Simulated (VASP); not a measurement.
Cr:

```xyz
2
Lattice="2.8840 0.0000 0.0000 0.0000 2.8840 0.0000 0.0000 0.0000 2.8840" Properties=species:S:1:pos:R:3 pbc="T T T"
Cr    0.0000    0.0000    0.0000
Cr    1.4420    1.4420    1.4420
```

| Property | Result |
| --- | --- |
| Program | VASP 6.6.1 |
| Task | relaxation of volume and atoms at fixed shape |
| Functional | PBEsol |
| Potentials or basis | VASP PAW PBE potentials, release 64 (Cr_pv) |
| Cutoff | 600 eV |
| k mesh | 18 × 18 × 18 |
| Occupations | methfessel-paxton, width 0.1 eV |
| Spin | no spin polarisation |

At the start: pressure -18.3 GPa; volume 11.99 Å³/atom.

How do energy, volume and symmetry change on relaxing?

Over 4 steps the energy falls by 53.4 meV/atom and the volume is 11.12 Å³/atom (-7.3 %); space group Im-3m (No. 229, to 0.05 Å).

Step by step:
```tsv
step	energy change (eV)	largest force (eV/Å)	pressure (GPa)	volume (Å³)
1	0.0000	0.0000	-18.25	23.99
2	0.2525	0.0000	47.97	19.55
3	-0.1066	0.0000	-0.85	22.30
4	-0.1068	0.0000	-0.13	22.24
```

Final structure:
```
Cr
1.0
     2.81239    0.00000    0.00000
     0.00000    2.81239    0.00000
     0.00000    0.00000    2.81239
Cr
2
Direct
  0.00000 0.00000 0.00000
  0.50000 0.50000 0.50000
```

Caveat: the PAW data sets were made with another functional, which shifts forces and pressure a little; the run has no spin polarisation, though such a crystal can be magnetic.
